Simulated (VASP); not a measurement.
Sc2Cd:

```
Sc Cd
1.0
     0.00000    3.12708    3.12708
     3.12708    0.00000    3.12708
     3.12708    3.12708    0.00000
Sc Cd
2 1
Direct
  0.25000 0.25000 0.25000
  0.75000 0.75000 0.75000
  0.00000 0.00000 0.00000
```

| Property | Result |
| --- | --- |
| Program | VASP 6.6.1 |
| Task | relaxation of cell and atoms |
| Functional | PBE |
| Potentials or basis | VASP PAW PBE potentials, release 64 (Sc_sv, Cd) |
| Cutoff | 600 eV |
| k mesh | 6 × 6 × 6 |
| Occupations | gaussian, width 0.1 eV |
| Spin | no spin polarisation |

At the start: pressure 24.9 GPa; volume 20.39 Å³/atom.

Problem. How do energy, volume and symmetry change on relaxing?

Solution. Over 3 steps the energy falls by 393.0 meV/atom and the volume is 26.71 Å³/atom (+31.0 %); space group Fm-3m (No. 225, to 0.1 Å) before and after.

Step by step:
```tsv
step	energy change (eV)	largest force (eV/Å)	pressure (GPa)	volume (Å³)
1	0.0000	0.0000	24.87	61.16
2	-0.8996	0.0000	-5.87	93.65
3	-1.1789	0.0000	0.09	80.14
```

Final structure:
```xyz
3
Lattice="0.0000 3.4219 3.4219 3.4219 0.0000 3.4219 3.4219 3.4219 0.0000" Properties=species:S:1:pos:R:3 pbc="T T T"
Sc    1.7109    1.7109    1.7109
Sc    5.1328    5.1328    5.1328
Cd    0.0000    0.0000    0.0000
```

Caveat: the volume moved by over 15 % at a fixed basis, so the end points are rough.
